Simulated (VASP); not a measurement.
# Ru (P6_3/mmc) in VASP: further runs

Runs on Ru. Level: PBEsol. Tasks: single point.

Everything below comes from runs of VASP 6.6.1. Logs are shortened: lines on timing, memory, paths and dates and some standing lists are left out, and cuts for length are marked.

## Step 1: The cell of the first run

It takes space group P6_3/mmc (No. 194, hexagonal). Conventional cell: a = 2.614 Å, b = 2.614 Å, c = 4.252 Å, α = 90.00°, β = 90.00°, γ = 120.00°. Within 3.4 Å of Ru (site symmetry -6m2) lie 12 Ru at 2.61 Å.

## Step 2: Single point, PBEsol

INCAR reads:

```
PREC = Accurate
ENCUT = 520
EDIFF = 1E-7
ISMEAR = 0
SIGMA = 0.15
LREAL = F
LASPH = T
NELM = 100
ALGO = Normal
ISIF = 2
LWAVE = F
LCHARG = F
GGA = PS
NBANDS = 21
```

KPOINTS reads:

```
regular mesh
0
Gamma
  18 18 10
```

POSCAR reads:

```
Ru
1.0
    2.6144000000      0.0000000000      0.0000000000
   -1.3072000000      2.2641368157      0.0000000000
    0.0000000000      0.0000000000      4.2523798375
Ru
2
Direct
    0.3333333333      0.6666666667      0.2500000000
    0.6666666667      0.3333333333      0.7500000000
```

Potentials or basis: VASP PAW PBE potentials, release 64 (Ru_pv).

On the command line:

```sh
$ cat potpaw_PBE.64/Ru_pv/POTCAR > POTCAR
$ mpirun -np 1 vasp_std > vasp.out
```

OUTCAR:

```text
PREC = Accurate
   ENCUT = 520
   EDIFF = 1E-7
   ISMEAR = 0
   LREAL = F
   LASPH = T
   NELM = 100
   ISIF = 2
   GGA = PS

 ion  position               nearest neighbor table
   1  0.333  0.667  0.250-   2 2.61   2 2.61   2 2.61   2 2.61   2 2.61   2 2.61
   2  0.667  0.333  0.750-   1 2.61   1 2.61   1 2.61   1 2.61   1 2.61   1 2.61

  LATTYP: Found a hexagonal cell.
 ALAT       =     2.6144000000
 C/A-ratio  =     1.6265222757

  Lattice vectors:

 A1 = (   2.6144000000,   0.0000000000,   0.0000000000)
 A2 = (  -1.3072000000,   2.2641368157,   0.0000000000)
 A3 = (   0.0000000000,   0.0000000000,   4.2523798375)

Analysis of symmetry for initial positions (statically):
=====================================================================
 Subroutine PRICEL returns:
 Original cell was already a primitive cell.

 Routine SETGRP: Setting up the symmetry group for a
 hexagonal supercell.

 Subroutine GETGRP returns: Found 24 space group operations
 (whereof 12 operations were pure point group operations)
 out of a pool of 24 trial point group operations.

The static configuration has the point symmetry D_3d.
 The point group associated with its full space group is D_6h.

Analysis of symmetry for dynamics (positions and initial velocities):
=====================================================================
 Subroutine PRICEL returns:
 Original cell was already a primitive cell.

 Routine SETGRP: Setting up the symmetry group for a
 hexagonal supercell.

 Subroutine GETGRP returns: Found 24 space group operations
 (whereof 12 operations were pure point group operations)
 out of a pool of 24 trial point group operations.

The dynamic configuration has the point symmetry D_3d.
 The point group associated with its full space group is D_6h.

 Subroutine INISYM returns: Found 24 space group operations
 (whereof 12 operations are pure point group operations),
 and found     1 'primitive' translations

----------------------------------------------------------------------------------------

                                     Primitive cell

  volume of cell :      25.1714

  direct lattice vectors                    reciprocal lattice vectors
     2.614400000  0.000000000  0.000000000     0.382496940  0.220834711  0.000000000
    -1.307200000  2.264136816  0.000000000     0.000000000  0.441669423  0.000000000
     0.000000000  0.000000000  4.252379838     0.000000000  0.000000000  0.235162436

  length of vectors
     2.614400000  2.614400000  4.252379838     0.441669423  0.441669423  0.235162436

  position of ions in fractional coordinates (direct lattice)
     0.333333333  0.666666667  0.250000000
     0.666666667  0.333333333  0.750000000

  ion indices of the primitive-cell ions
   primitive index   ion index
                 1           1
                 2           2

----------------------------------------------------------------------------------------

 KPOINTS: regular mesh

Automatic generation of k-mesh.
 Grid dimensions read from file:
 generate k-points for:   18   18   10

 Generating k-lattice:

  Cartesian coordinates                     Fractional coordinates (reciprocal lattice)
     0.021249830  0.012268595  0.000000000     0.055555556  0.000000000  0.000000000
     0.000000000  0.024537190  0.000000000     0.000000000  0.055555556  0.000000000
     0.000000000  0.000000000  0.023516244     0.000000000  0.000000000  0.100000000

  Length of vectors
     0.024537190  0.024537190  0.023516244

  Shift w.r.t. Gamma in fractional coordinates (k-lattice)
     0.000000000  0.000000000  0.000000000

 Subroutine IBZKPT returns following result:
 ===========================================

 Found    222 irreducible k-points:

 Following reciprocal coordinates:
            Coordinates               Weight
  0.000000  0.000000  0.000000      1.000000
  0.055556  0.000000  0.000000      6.000000
  0.111111  0.000000  0.000000      6.000000
  0.166667  0.000000  0.000000      6.000000
  0.222222  0.000000  0.000000      6.000000
  0.277778 -0.000000  0.000000      6.000000
[... 16 lines left out ...]
  0.333333  0.111111  0.000000     12.000000
  0.388889  0.111111  0.000000     12.000000
 [... further k-points ...]
   k-points           NKPTS =    222   k-points in BZ     NKDIM =    222   number of bands    NBANDS=     21
   number of dos      NEDOS =    301   number of ions     NIONS =      2
   total plane-waves  NPLWV =  12800
   dimension x,y,z NGX =    20 NGY =   20 NGZ =   32
   dimension x,y,z NGXF=    40 NGYF=   40 NGZF=   64
   ions per type =               2
   NGX,Y,Z   is equivalent  to a cutoff of  12.72, 12.72, 12.51 a.u.
   NGXF,Y,Z  is equivalent  to a cutoff of  25.44, 25.44, 25.02 a.u.
 SYSTEM =  unknown system
   PREC   = accura    normal or accurate (medium, high low for compatibility)
   ISTART =      0    job   : 0-new  1-cont  2-samecut
   ICHARG =      2    charge: 1-file 2-atom 10-const
   ISPIN  =      1    spin polarized calculation?
   LNONCOLLINEAR =      F non collinear calculations
   LSORBIT =      F    spin-orbit coupling
   LASPH  =      T    aspherical Exc in radial PAW
   ENCUT  =  520.0 eV  38.22 Ry    6.18 a.u.   4.86  4.86  7.91*2*pi/ulx,y,z
   NELM   =    100;   NELMIN=  2; NELMDL= -5     # of ELM steps
   EDIFF  = 0.1E-06   stopping-criterion for ELM
   LREAL  =      F    real-space projection
   EDIFFG = 0.1E-05   stopping-criterion for IOM
   NSW    =      0    number of steps for IOM
   IBRION =     -1    ionic relax: 0-MD 1-quasi-New 2-CG
   NFREE  =      0    steps in history (QN), initial steepest desc. (CG)
   ISIF   =      2    stress and relaxation
   ISYM   =      2    0-nonsym 1-usesym 2-fastsym
   POTIM  = 0.5000    time-step for ionic-motion
   TEBEG  =    0.0;   TEEND  =   0.0 temperature during run
   PSTRESS=    0.0 pullay stress
   NELECT =      28.0000    total number of electrons
   NUPDOWN=      -1.0000    fix difference up-down
   EMIN   =  10.00;   EMAX   =-10.00  energy-range for DOS
   EFERMI =   0.00;   METHOD = LEGACY
   ISMEAR =     0;   SIGMA  =   0.15  broadening in eV -4-tet -1-fermi 0-gaus
   EFERMI_NEDOS =   21; number of points for ismear=-14 and -15
   IALGO  =     38    algorithm
   IMIX   =      4    mixing-type and parameters
     AMIX     =   0.40;   BMIX     =  1.00
     AMIX_MAG =   1.60;   BMIX_MAG =  1.00
  volume/ion in A,a.u.               =      12.59        84.93
  Fermi-wavevector in a.u.,A,eV,Ry     =   1.696258  3.205463 39.147926  2.877291
  Thomas-Fermi vector in A             =   2.777153
   LORBIT       =      0    0 simple, 1 ext, 2 COOP (PROOUT), +10 PAW based schemes
   GGA     = PS    functional components
   LHFCALC =     F    Hartree Fock is set to
   AEXX    =    0.0000 exact exchange contribution
   IVDW    =     0    specifies the selected vdW correction
   LEPSILON=     F    determine dielectric tensor
   LRPA    =     F    only Hartree local field effects (RPA)
 non-spin polarized calculation
 Gauss-broadening in eV      SIGMA  =   0.15
  energy-cutoff  :      520.00
  volume of cell :       25.17
 maximum number of plane-waves:       699
 NGX is ok and might be reduce to    20
   NGX =  9   NGY =  9   NGZ = 15

 number of electron      27.9999996 magnetization

 Free energy of the ion-electron system (eV)
  ---------------------------------------------------
  ext. energy  EPLUGINS =         0.00000000
  ---------------------------------------------------
  free energy    TOTEN  =       -20.23035359 eV

  energy without entropy =      -20.21440329  energy(sigma->0) =      -20.22237844

 E-fermi :  14.1346     XC(G=0): -14.7558

 val. band max:       14.1284623740   @ k =   0.1667   0.0000   0.4000
 cond. band min:      14.1362448289   @ k =   0.1667   0.1667   0.0000
 fundamental gap:      0.0077824549
 Fermi energy:        14.1346008698

 k-point     1 :       0.0000    0.0000    0.0000
  band No.  band energies     occupation
      1     -29.7347      2.00000
      2     -28.5348      2.00000
      3     -28.5348      2.00000
      4     -28.3483      2.00000
      5     -28.3483      2.00000
      6     -28.3452      2.00000
[... 13 lines left out ...]
     20      24.3403      0.00000
     21      25.0153      0.00000

 k-point     2 :       0.0556    0.0000    0.0000
  band No.  band energies     occupation
      1     -29.7212      2.00000
      2     -28.5671      2.00000
      3     -28.5451      2.00000
      4     -28.3817      2.00000
      5     -28.3530      2.00000
      6     -28.3503      2.00000
[... 13 lines left out ...]
     20      24.3403      0.00000
     21      24.9957      0.00000

 k-point     3 :       0.1111    0.0000    0.0000
  band No.  band energies     occupation
      1     -29.6815      2.00000
      2     -28.6601      2.00000
      3     -28.5742      2.00000
      4     -28.4769      2.00000
      5     -28.3670      2.00000
      6     -28.3660      2.00000
[... 13 lines left out ...]
     20      24.3402      0.00000
     21      24.9304      0.00000

 k-point     4 :       0.1667    0.0000    0.0000
  band No.  band energies     occupation
      1     -29.6181      2.00000
      2     -28.8021      2.00000
      3     -28.6197      2.00000
      4     -28.6176      2.00000
      5     -28.3925      2.00000
      6     -28.3894      2.00000
[... 13 lines left out ...]
     20      24.3402      0.00000
     21      24.8137      0.00000

 k-point     5 :       0.2222    0.0000    0.0000
  band No.  band energies     occupation
      1     -29.5351      2.00000
      2     -28.9758      2.00000
      3     -28.7902      2.00000
      4     -28.6693      2.00000
      5     -28.4300      2.00000
      6     -28.4180      2.00000
[... 13 lines left out ...]
     20      24.3400      0.00000
     21      24.6637      0.00000
[... 382 lines left out ...]
     20      24.3397      0.00000
     21      24.5897      0.00000

 k-point    22 :       0.2778    0.1111    0.0000
  band No.  band energies     occupation
      1     -29.3134      2.00000
      2     -29.3048      2.00000
      3     -29.1553      2.00000
      4     -28.8059      2.00000
      5     -28.5536      2.00000
      6     -28.5512      2.00000
[... 13 lines left out ...]
     20      24.5568      0.00000
     21      24.6038      0.00000

 k-point    23 :       0.3333    0.1111    0.0000
  band No.  band energies     occupation
      1     -29.4421      2.00000
      2     -29.2496      2.00000
      3     -29.2061      2.00000
      4     -28.8649      2.00000
      5     -28.6170      2.00000
      6     -28.5824      2.00000
[... 13 lines left out ...]
     20      24.3403      0.00000
     21      25.6452      0.00000

 k-point    24 :       0.3889    0.1111    0.0000
  band No.  band energies     occupation
      1     -29.5254      2.00000
      2     -29.3109      2.00000
      3     -29.1264      2.00000
      4     -28.9029      2.00000
      5     -28.6735      2.00000
      6     -28.6027      2.00000
[... 13 lines left out ...]
     20      24.3384      0.00000
     21      25.9497      0.00000

 [... further k-points ...]

------------------------ aborting loop because EDIFF is reached ----------------------------------------

  FORCE on cell =-STRESS in cart. coord.  units (eV):
  Direction    XX          YY          ZZ          XY          YZ          ZX
  --------------------------------------------------------------------------------------
  -------------------------------------------------------------------------------------
  Total        4.3486991      4.3486991      1.8974463      0.0000000     -0.0000000      0.0000000
  in kB      276.7981537    276.7981537    120.7739667      0.0000000     -0.0000000      0.0000000
  external PRESSURE =     224.7900914 kB  Pullay stress =       0.0000000 kB

 VOLUME and BASIS-vectors are now :
 -----------------------------------------------------------------------------
  energy-cutoff  :      520.00
  volume of cell :       25.17
      direct lattice vectors                 reciprocal lattice vectors
     2.614400000  0.000000000  0.000000000     0.382496940  0.220834711  0.000000000
    -1.307200000  2.264136816  0.000000000     0.000000000  0.441669423  0.000000000
     0.000000000  0.000000000  4.252379838     0.000000000  0.000000000  0.235162436

 POSITION                                       TOTAL-FORCE (eV/Angst)
 -----------------------------------------------------------------------------------
     -0.00000      1.50942      1.06309         0.000000     -0.000000      0.000000
      1.30720      0.75471      3.18928        -0.000000      0.000000      0.000000
 -----------------------------------------------------------------------------------
    total drift:                               -0.000000      0.000000     -0.000000

  FREE ENERGIE OF THE ION-ELECTRON SYSTEM (eV)
  ---------------------------------------------------
  free  energy   TOTEN  =       -20.2303535887 eV

  energy  without entropy=      -20.2144032854  energy(sigma->0) =      -20.22237844
```

It took 66 s on 1 thread of Intel Xeon Platinum 8259CL at 2.50GHz (Skylake/Cascade Lake), shared host; peak memory 0.2 GiB.

Results:

| Quantity | Value |
| --- | --- |
| Free energy | -20.2304 eV |
| Pressure | 22.5 GPa |
| Band gap on the k mesh | zero (band 14 reaches 15.97 eV, above the bottom of band 15 at 12.46 eV) |

Stress tensor (GPa, compression positive):
```
27.68  0.00  0.00
 0.00 27.68  0.00
 0.00  0.00 12.08
```

Caveat: the PAW data sets were made with another functional, which shifts forces and pressure a little.

## Step 3: Single point, PBEsol

This run uses another cell than the first one, of 12.71 Å³/atom, 1.010 times its volume.

INCAR reads:

```
SYSTEM = Ru
PREC = Accurate
ENCUT = 520
EDIFF = 1E-6
ISMEAR = 0
SIGMA = 0.15
LREAL = .False.
LASPH = .True.
NELM = 60
ALGO = Fast
ISIF = 2
LWAVE = .False.
LCHARG = .False.
GGA = PS
NBANDS = 21
```

KPOINTS reads:

```
regular mesh
0
Gamma
  18 18 10
  0 0 0
```

POSCAR reads:

```
Ru
1.0
    2.7273000000      0.0000000000      0.0000000000
   -1.3636500000      2.3619110838      0.0000000000
    0.0000000000      0.0000000000      3.9462000000
Ru
2
Direct
    0.3333333333      0.6666666667      0.2500000000
    0.6666666667      0.3333333333      0.7500000000
```

Potentials or basis: VASP PAW PBE potentials, release 64 (Ru_pv).

On the command line:

```sh
$ cat potpaw_PBE.64/Ru_pv/POTCAR > POTCAR
$ mpirun -np 1 vasp_std > vasp.out
```

Wall time 86 s (1 thread of Intel Xeon Platinum 8259CL at 2.50GHz (Skylake/Cascade Lake), shared host); peak memory 0.2 GiB.

The run converged. Its results:

| Quantity | Value |
| --- | --- |
| Free energy | -20.0481 eV |
| Pressure | 23.1 GPa |
| Band gap on the k mesh | zero (band 14 reaches 15.41 eV, above the bottom of band 15 at 12.10 eV) |

Stress tensor (GPa, compression positive):
```
 7.10  0.00  0.00
 0.00  7.10  0.00
 0.00  0.00 55.03
```

Levels at points of the mesh, in eV from the Fermi level:
| k point | band 11 | band 12 | band 13 | band 14 | band 15 | band 16 | band 17 | band 18 |
| --- | --- | --- | --- | --- | --- | --- | --- | --- |
| (0.00, 0.00, 0.00) | -2.33 | -2.33 | -2.06 | -2.06 | -1.81 | 1.26 | 1.26 | 2.45 |
| (0.50, 0.00, 0.00) | -2.31 | -1.71 | -1.16 | 0.94 | 1.67 | 2.54 | 4.10 | 6.20 |
| (0.00, 0.00, 0.50) | -3.53 | -3.53 | -2.44 | -2.44 | 0.74 | 0.74 | 0.74 | 0.74 |
| (0.50, 0.00, 0.50) | -1.60 | -1.60 | 0.36 | 0.36 | 1.42 | 1.42 | 3.45 | 3.45 |

Caveat: the PAW data sets were made with another functional, which shifts forces and pressure a little.
